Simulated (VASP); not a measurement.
# AlN (P6_3mc) in VASP: a series of runs

AlN is run at these levels: PBEsol; tasks: single point.

Program: VASP 6.6.1. These are calculated values, not measurements. Logs are shortened: lines on timing, memory, paths and dates and some standing lists are left out, and cuts for length are marked.

**What was measured.**

“Self-assembly of well-separated AlN nanowires directly on sputtered metallic TiN films”, 2019, arxiv:1910.07391 quotes, for a bulk crystal of AlN at 10 K: band gap 6.034 eV (an exciton energy, a little under the gap).

“Structural and optical properties of self-assembled AlN nanowires grown on SiO2/Si substrates by molecular beam epitaxy”, 2024, arxiv:2402.00216 quotes, for a bulk crystal of AlN at 0 K: band gap 6.0343 eV (an exciton energy, a little under the gap).

How close the calculation comes is told below.

## 1. The cell of the first run

The structure is hexagonal, space group P6_3mc (No. 186). The conventional cell has a = 3.111 Å, b = 3.111 Å, c = 4.978 Å, α = 90.00°, β = 90.00°, γ = 120.00°. Al (site symmetry 3m) has 4 N at 1.89 to 1.92 Å within 2.5 Å. N (site symmetry 3m) has 4 Al at 1.89 to 1.92 Å within 2.5 Å.

## 2. Single point, PBEsol

The input, INCAR:

```
ALGO     = Normal         # electronic algorithm
EDIFF    = 1E-6           # SCF threshold, eV
ENCUT    = 600            # plane-wave cutoff, eV
GGA      = PS             # functional
GGA_COMPAT= False        
ISIF     = 2              # what is computed and relaxed
ISMEAR   = 0              # smearing method
LASPH    = True           # aspherical terms in the spheres
LCHARG   = True           # write CHGCAR
LELF     = True           # ELF
LREAL    = False          # projectors in reciprocal space
LVHAR    = True         
LWAVE    = False          # write WAVECAR
NBANDS   = 16             # bands
NELM     = 120            # most SCF steps
PREC     = Accurate       # precision mode
SIGMA    = 0.05           # smearing width, eV
```

The input, KPOINTS:

```
k-points
0
Gamma
  12 12 6
```

The input, POSCAR:

```
AlN
1.0
    3.1110021516      0.0000000000      0.0000000000
   -1.5555010758      2.6942068945      0.0000000000
    0.0000000000      0.0000000000      4.9780000000
Al N
2 2
Direct
    0.3333333333      0.6666666667      0.0000000000
    0.6666666667      0.3333333333      0.5000000000
    0.3333333333      0.6666666667      0.3850000000
    0.6666666667      0.3333333333      0.8850000000
```

Potentials or basis: VASP PAW PBE potentials, release 64 (Al, N).

Launch:

```bash
cat potpaw_PBE.64/Al/POTCAR potpaw_PBE.64/N/POTCAR > POTCAR
mpirun -np 1 vasp_std > vasp.out
```

OUTCAR:

```text
EDIFF = 1E-6
   ENCUT = 600
   GGA = PS
   ISIF = 2
   ISMEAR = 0
   LASPH = True
   LREAL = False
   NELM = 120
   PREC = Accurate

 ion  position               nearest neighbor table
   1  0.333  0.667  0.000-   4 1.89   4 1.89   4 1.89   3 1.92   2 3.07   2 3.07   2 3.07   2 3.07
                             2 3.07   2 3.07
   2  0.667  0.333  0.500-   3 1.89   3 1.89   3 1.89   4 1.92   1 3.07   1 3.07   1 3.07   1 3.07
                             1 3.07   1 3.07
   3  0.333  0.667  0.385-   2 1.89   2 1.89   2 1.89   1 1.92
   4  0.667  0.333  0.885-   1 1.89   1 1.89   1 1.89   2 1.92

  LATTYP: Found a hexagonal cell.
 ALAT       =     3.1110021516
 C/A-ratio  =     1.6001274694

  Lattice vectors:

 A1 = (   3.1110021516,   0.0000000000,   0.0000000000)
 A2 = (  -1.5555010758,   2.6942068945,   0.0000000000)
 A3 = (   0.0000000000,   0.0000000000,   4.9780000000)

Analysis of symmetry for initial positions (statically):
=====================================================================
 Subroutine PRICEL returns:
 Original cell was already a primitive cell.

 Routine SETGRP: Setting up the symmetry group for a
 hexagonal supercell.

 Subroutine GETGRP returns: Found 12 space group operations
 (whereof  6 operations were pure point group operations)
 out of a pool of 24 trial point group operations.

The static configuration has the point symmetry C_3v.
 The point group associated with its full space group is C_6v.

Analysis of symmetry for dynamics (positions and initial velocities):
=====================================================================
 Subroutine PRICEL returns:
 Original cell was already a primitive cell.

 Routine SETGRP: Setting up the symmetry group for a
 hexagonal supercell.

 Subroutine GETGRP returns: Found 12 space group operations
 (whereof  6 operations were pure point group operations)
 out of a pool of 24 trial point group operations.

The dynamic configuration has the point symmetry C_3v.
 The point group associated with its full space group is C_6v.

 Subroutine INISYM returns: Found 12 space group operations
 (whereof  6 operations are pure point group operations),
 and found     1 'primitive' translations

----------------------------------------------------------------------------------------

                                     Primitive cell

  volume of cell :      41.7240

  direct lattice vectors                    reciprocal lattice vectors
     3.111002152  0.000000000  0.000000000     0.321439829  0.185583372  0.000000000
    -1.555501076  2.694206895  0.000000000     0.000000000  0.371166744  0.000000000
     0.000000000  0.000000000  4.978000000     0.000000000  0.000000000  0.200883889

  length of vectors
     3.111002152  3.111002152  4.978000000     0.371166744  0.371166744  0.200883889

  position of ions in fractional coordinates (direct lattice)
     0.333333333  0.666666667  0.000000000
     0.666666667  0.333333333  0.500000000
     0.333333333  0.666666667  0.385000000
     0.666666667  0.333333333  0.885000000

  ion indices of the primitive-cell ions
   primitive index   ion index
                 1           1
                 2           2
                 3           3
                 4           4

----------------------------------------------------------------------------------------

 KPOINTS: k-points

Automatic generation of k-mesh.
 Grid dimensions read from file:
 generate k-points for:   12   12    6

 Generating k-lattice:

  Cartesian coordinates                     Fractional coordinates (reciprocal lattice)
     0.026786652  0.015465281  0.000000000     0.083333333  0.000000000  0.000000000
     0.000000000  0.030930562  0.000000000     0.000000000  0.083333333  0.000000000
     0.000000000  0.000000000  0.033480648     0.000000000  0.000000000  0.166666667

  Length of vectors
     0.030930562  0.030930562  0.033480648

  Shift w.r.t. Gamma in fractional coordinates (k-lattice)
     0.000000000  0.000000000  0.000000000

 Subroutine IBZKPT returns following result:
 ===========================================

 Found     76 irreducible k-points:

 Following reciprocal coordinates:
            Coordinates               Weight
  0.000000  0.000000  0.000000      1.000000
  0.083333  0.000000  0.000000      6.000000
  0.166667 -0.000000  0.000000      6.000000
  0.250000 -0.000000  0.000000      6.000000
  0.333333 -0.000000  0.000000      6.000000
  0.416667 -0.000000  0.000000      6.000000
[... 16 lines left out ...]
  0.250000 -0.000000  0.166667     12.000000
  0.333333 -0.000000  0.166667     12.000000
 [... further k-points ...]
   k-points           NKPTS =     76   k-points in BZ     NKDIM =     76   number of bands    NBANDS=     16
   number of dos      NEDOS =    301   number of ions     NIONS =      4
   total plane-waves  NPLWV =  31360
   dimension x,y,z NGX =    28 NGY =   28 NGZ =   40
   dimension x,y,z NGXF=    56 NGYF=   56 NGZF=   80
[... 40 lines left out ...]
   AEXX    =    0.0000 exact exchange contribution
   IVDW    =     0    specifies the selected vdW correction
   LEPSILON=     F    determine dielectric tensor
   LRPA    =     F    only Hartree local field effects (RPA)
 non-spin polarized calculation
 Gauss-broadening in eV      SIGMA  =   0.05
  energy-cutoff  :      600.00
  volume of cell :       41.72
 maximum number of plane-waves:      1412
 NGX is ok and might be reduce to    28
   NGX = 13   NGY = 13   NGZ = 19

 number of electron      16.0000001 magnetization

 Free energy of the ion-electron system (eV)
  ---------------------------------------------------
  ext. energy  EPLUGINS =         0.00000000
  ---------------------------------------------------
  free energy    TOTEN  =       -31.31282622 eV

  energy without entropy =      -31.31282622  energy(sigma->0) =      -31.31282622

 E-fermi :   6.3959     XC(G=0): -11.1122

 val. band max:        6.1278674330   @ k =   0.0000   0.0000   0.0000
 cond. band min:      10.2179668091   @ k =   0.0000   0.0000   0.0000
 fundamental gap:      4.0900993761
 Fermi energy:         6.3958721466

 k-point     1 :       0.0000    0.0000    0.0000
  band No.  band energies     occupation
      1      -9.1013      2.00000
      2      -6.9137      2.00000
      3       0.0319      2.00000
      4       5.1776      2.00000
      5       5.1776      2.00000
      6       5.8334      2.00000
[... 8 lines left out ...]
     15      19.1014      0.00000
     16      19.1014      0.00000

 k-point     2 :       0.0833    0.0000    0.0000
  band No.  band energies     occupation
      1      -9.0115      2.00000
      2      -6.8626      2.00000
      3       0.1380      2.00000
      4       4.7617      2.00000
      5       5.0596      2.00000
      6       5.4197      2.00000
[... 8 lines left out ...]
     15      19.1441      0.00000
     16      19.1877      0.00000

 k-point     3 :       0.1667   -0.0000    0.0000
  band No.  band energies     occupation
      1      -8.7500      2.00000
      2      -6.7226      2.00000
      3       0.4513      2.00000
      4       3.7487      2.00000
      5       4.5419      2.00000
      6       4.7831      2.00000
[... 8 lines left out ...]
     15      18.3315      0.00000
     16      18.7714      0.00000

 k-point     4 :       0.2500   -0.0000    0.0000
  band No.  band energies     occupation
      1      -8.3421      2.00000
      2      -6.5371      2.00000
      3       0.9535      2.00000
      4       2.5670      2.00000
      5       3.5753      2.00000
      6       4.4661      2.00000
[... 8 lines left out ...]
     15      18.0893      0.00000
     16      19.2358      0.00000
[... 324 lines left out ...]
 k-point    22 :       0.1667   -0.0000    0.1667
  band No.  band energies     occupation
      1      -8.6472      2.00000
      2      -6.9121      2.00000
      3       0.7583      2.00000
      4       3.8188      2.00000
      5       4.3164      2.00000
      6       4.8408      2.00000
[... 8 lines left out ...]
     15      18.4671      0.00000
     16      18.8996      0.00000

 k-point    23 :       0.2500   -0.0000    0.1667
  band No.  band energies     occupation
      1      -8.2466      2.00000
      2      -6.6958      2.00000
      3       1.1018      2.00000
      4       2.7364      2.00000
      5       3.3986      2.00000
      6       4.5329      2.00000
[... 8 lines left out ...]
     15      18.3383      0.00000
     16      19.3076      0.00000

 k-point    24 :       0.3333   -0.0000    0.1667
  band No.  band energies     occupation
      1      -7.7570      2.00000
      2      -6.4980      2.00000
      3       1.1130      2.00000
      4       2.0935      2.00000
      5       2.7012      2.00000
      6       4.2641      2.00000
[... 8 lines left out ...]
     15      18.3945      0.00000
     16      20.2623      0.00000

 [... further k-points ...]

------------------------ aborting loop because EDIFF is reached ----------------------------------------

  FORCE on cell =-STRESS in cart. coord.  units (eV):
  Direction    XX          YY          ZZ          XY          YZ          ZX
  --------------------------------------------------------------------------------------
  -------------------------------------------------------------------------------------
  Total        0.2698311      0.2698311     -0.2497601      0.0000000      0.0000000      0.0000000
  in kB       10.3613516     10.3613516     -9.5906385      0.0000000      0.0000000      0.0000000
  external PRESSURE =       3.7106882 kB  Pullay stress =       0.0000000 kB

 VOLUME and BASIS-vectors are now :
 -----------------------------------------------------------------------------
  energy-cutoff  :      600.00
  volume of cell :       41.72
      direct lattice vectors                 reciprocal lattice vectors
     3.111002152  0.000000000  0.000000000     0.321439829  0.185583372  0.000000000
    -1.555501076  2.694206895  0.000000000     0.000000000  0.371166744  0.000000000
     0.000000000  0.000000000  4.978000000     0.000000000  0.000000000  0.200883889

 POSITION                                       TOTAL-FORCE (eV/Angst)
 -----------------------------------------------------------------------------------
     -0.00000      1.79614      0.00000        -0.000000      0.000000      0.178050
      1.55550      0.89807      2.48900         0.000000     -0.000000      0.178050
     -0.00000      1.79614      1.91653         0.000000     -0.000000     -0.178050
      1.55550      0.89807      4.40553        -0.000000      0.000000     -0.178050
 -----------------------------------------------------------------------------------
    total drift:                               -0.000000     -0.000000      0.000866

  FREE ENERGIE OF THE ION-ELECTRON SYSTEM (eV)
  ---------------------------------------------------
  free  energy   TOTEN  =       -31.3128262199 eV

  energy  without entropy=      -31.3128262199  energy(sigma->0) =      -31.31282622
```

Run time: 44 s. Hardware: 1 thread of Intel Xeon Platinum 8488C (Sapphire Rapids), shared host; peak memory 0.2 GiB.

Results:

```
Free energy            : -31.3128 eV
Pressure               : 0.4 GPa
Largest force          : 0.178 eV/Å
Band gap on the k mesh : 4.09 eV, direct
```

Forces in eV/Å, atoms in the order of the input:
```
Al   0.000  0.000  0.178
Al   0.000  0.000  0.178
N    0.000  0.000 -0.178
N    0.000  0.000 -0.178
```

Stress tensor (GPa, compression positive):
```
 1.04  0.00  0.00
 0.00  1.04  0.00
 0.00  0.00 -0.96
```

Levels at points of the mesh, in eV from the valence-band top:
| k point | band 6 | band 7 | band 8 | band 9 | band 10 | band 11 |
| --- | --- | --- | --- | --- | --- | --- |
| (0.00, 0.00, 0.00) | -0.29 | -0.29 | 0.00 | 4.09 | 6.53 | 10.50 |
| (0.50, 0.00, 0.00) | -2.18 | -1.83 | -0.77 | 5.64 | 5.66 | 8.04 |
| (0.00, 0.00, 0.50) | -0.63 | -0.63 | -0.63 | 6.36 | 6.36 | 10.17 |
| (0.50, 0.00, 0.50) | -1.55 | -1.41 | -1.41 | 5.14 | 5.14 | 9.06 |

Caveat: the PAW data sets were made with another functional, which shifts forces and pressure a little.

## 3. Single point, PBEsol

The input, INCAR:

```
SYSTEM = AlN
ALGO = Normal
EDIFF = 1E-6
ENCUT = 600
GGA = PS
GGA_COMPAT = .FALSE.
ISIF = 2
ISMEAR = 0
LASPH = .TRUE.
LCHARG = .FALSE.
LREAL = .FALSE.
LWAVE = .FALSE.
NBANDS = 16
NELM = 120
PREC = Accurate
SIGMA = 0.05
```

The input, KPOINTS:

```
k-points
0
G
  12 12 6
  0 0 0
```

POSCAR is that of step 2.

Potentials or basis: VASP PAW PBE potentials, release 64 (Al, N).

Launch:

```bash
cat potpaw_PBE.64/Al/POTCAR potpaw_PBE.64/N/POTCAR > POTCAR
mpirun -np 1 vasp_std > vasp.out
```

Wall time 43 s (1 thread of Intel Xeon Platinum 8488C (Sapphire Rapids), shared host); peak memory 0.2 GiB.

It converged, with:

- Free energy: -31.3128 eV
- Pressure: 0.4 GPa
- Largest force: 0.178 eV/Å
- Band gap on the k mesh: 4.09 eV, direct

Forces in eV/Å, atoms in the order of the input:
```
Al   0.000  0.000  0.178
Al   0.000  0.000  0.178
N    0.000  0.000 -0.178
N    0.000  0.000 -0.178
```

Stress tensor (GPa, compression positive):
```
 1.04  0.00  0.00
 0.00  1.04  0.00
 0.00  0.00 -0.96
```

Levels at points of the mesh, in eV from the valence-band top:
```
           k point  band 6  band 7  band 8  band 9  band 10  band 11
(0.00, 0.00, 0.00)   -0.29   -0.29    0.00    4.09     6.53    10.50
(0.50, 0.00, 0.00)   -2.18   -1.83   -0.77    5.64     5.66     8.04
(0.00, 0.00, 0.50)   -0.63   -0.63   -0.63    6.36     6.36    10.17
(0.50, 0.00, 0.50)   -1.55   -1.41   -1.41    5.14     5.14     9.06
```

Caveat: the PAW data sets were made with another functional, which shifts forces and pressure a little.

## 4. Single point, PBEsol

The input, INCAR:

```
SYSTEM = AlN
ALGO = Normal
EDIFF = 1E-6
ENCUT = 520
GGA = PS
ISIF = 2
ISMEAR = 0
LASPH = .TRUE.
LCHARG = .FALSE.
LREAL = .FALSE.
LWAVE = .FALSE.
NBANDS = 16
NELM = 60
PREC = Accurate
SIGMA = 0.05
```

The input, KPOINTS:

```
k-points
0
G
  9 9 6
  0 0 0
```

POSCAR is that of step 3.

Launch:

```bash
cat potpaw_PBE.64/Al/POTCAR potpaw_PBE.64/N/POTCAR > POTCAR
mpirun -np 1 vasp_std > vasp.out
```

It took 49 s on 1 thread of AMD EPYC 7R13, shared host; peak memory 0.14 GiB.

Results (log left out):

| Item | Value |
| --- | --- |
| Free energy | -31.3095 eV |
| Pressure | 0.5 GPa |
| Largest force | 0.178 eV/Å |
| Band gap on the k mesh | 4.09 eV, direct |

Forces in eV/Å, atoms in the order of the input:
```
Al   0.000  0.000  0.178
Al   0.000  0.000  0.178
N    0.000  0.000 -0.178
N    0.000  0.000 -0.178
```

Stress tensor (GPa, compression positive):
```
 1.17  0.00  0.00
 0.00  1.17  0.00
 0.00  0.00 -0.82
```

Levels at points of the mesh, in eV from the valence-band top:
```csv
k point,band 4,band 5,band 6,band 7,band 8,band 9,band 10,band 11,band 12,band 13
"(0.00, 0.00, 0.00)",-0.95,-0.95,-0.29,-0.29,0.00,4.09,6.53,10.50,10.98,10.98
"(0.00, 0.00, 0.50)",-3.39,-0.63,-0.63,-0.63,-0.63,6.36,6.36,10.17,10.17,11.30
```

Caveat: the PAW data sets were made with another functional, which shifts forces and pressure a little.

## 5. Single point, PBEsol

The input, INCAR:

```
ALGO     = Normal         # electronic algorithm
EDIFF    = 1E-6           # SCF threshold, eV
ENCUT    = 520            # plane-wave cutoff, eV
GGA      = PS             # functional
ISIF     = 2              # what is computed and relaxed
ISMEAR   = 0              # smearing method
LASPH    = True           # aspherical terms in the spheres
LCHARG   = True           # write CHGCAR
LELF     = True           # ELF
LREAL    = False          # projectors in reciprocal space
LVHAR    = True         
LWAVE    = False          # write WAVECAR
NBANDS   = 16             # bands
NELM     = 80             # most SCF steps
PREC     = Accurate       # precision mode
SIGMA    = 0.05           # smearing width, eV
```

The input, KPOINTS:

```
k-points
0
Gamma
  9 9 6
```

POSCAR is that of step 4.

Launch:

```bash
cat potpaw_PBE.64/Al/POTCAR potpaw_PBE.64/N/POTCAR > POTCAR
mpirun -np 1 vasp_std > vasp.out
```

Wall time 55 s (1 thread of AMD EPYC 7R13, shared host); peak memory 0.14 GiB.

The run converged. Its results:

- Free energy: -31.3095 eV
- Pressure: 0.5 GPa
- Largest force: 0.178 eV/Å
- Band gap on the k mesh: 4.09 eV, direct

Forces in eV/Å, atoms in the order of the input:
```
Al   0.000  0.000  0.178
Al   0.000  0.000  0.178
N    0.000  0.000 -0.178
N    0.000  0.000 -0.178
```

Stress tensor (GPa, compression positive):
```
 1.17  0.00  0.00
 0.00  1.17  0.00
 0.00  0.00 -0.82
```

Levels at points of the mesh, in eV from the valence-band top:
```tsv
k point	band 4	band 5	band 6	band 7	band 8	band 9	band 10	band 11	band 12	band 13
(0.00, 0.00, 0.00)	-0.95	-0.95	-0.29	-0.29	0.00	4.09	6.53	10.50	10.98	10.98
(0.00, 0.00, 0.50)	-3.39	-0.63	-0.63	-0.63	-0.63	6.36	6.36	10.17	10.17	11.30
```

Caveat: the PAW data sets were made with another functional, which shifts forces and pressure a little.

## 6. How close it comes

Step 2. Measured gap of AlN: 6.034 eV (an exciton energy, a little under the gap; 10 K; quoted in “Self-assembly of well-separated AlN nanowires directly on sputtered metallic TiN films”, 2019, arxiv:1910.07391). This calculation gives 4.09 eV (-1.94 eV). 2 values of this kind are on record (6.034 to 6.0343 eV); this one was drawn at random. The value is that of PBEsol on a finite k mesh, which can miss the band edges, without temperature or zero-point motion. Semilocal functionals fall short of measured gaps as a rule.

Step 3. Against the measured gap of AlN, 6.034 eV (an exciton energy, a little under the gap; 10 K; quoted in “Self-assembly of well-separated AlN nanowires directly on sputtered metallic TiN films”, 2019, arxiv:1910.07391), the calculated 4.09 eV is off by -1.94 eV. 2 values of this kind are on record (6.034 to 6.0343 eV); this one was drawn at random. The value is that of PBEsol on a finite k mesh, which can miss the band edges, without temperature or zero-point motion. Semilocal functionals fall short of measured gaps as a rule.

Step 4. Measured gap of AlN: 6.0343 eV (an exciton energy, a little under the gap; 0 K; quoted in “Structural and optical properties of self-assembled AlN nanowires grown on SiO2/Si substrates by molecular beam epitaxy”, 2024, arxiv:2402.00216). This calculation gives 4.09 eV (-1.94 eV). 2 values of this kind are on record (6.034 to 6.0343 eV); this one was drawn at random. The value is that of PBEsol, without temperature or zero-point motion. Semilocal functionals fall short of measured gaps as a rule.

Step 5. Measured gap of AlN: 6.0343 eV (an exciton energy, a little under the gap; 0 K; quoted in “Structural and optical properties of self-assembled AlN nanowires grown on SiO2/Si substrates by molecular beam epitaxy”, 2024, arxiv:2402.00216). This calculation gives 4.09 eV (-1.94 eV). 2 values of this kind are on record (6.034 to 6.0343 eV); this one was drawn at random. The value is that of PBEsol, without temperature or zero-point motion. Semilocal functionals fall short of measured gaps as a rule.
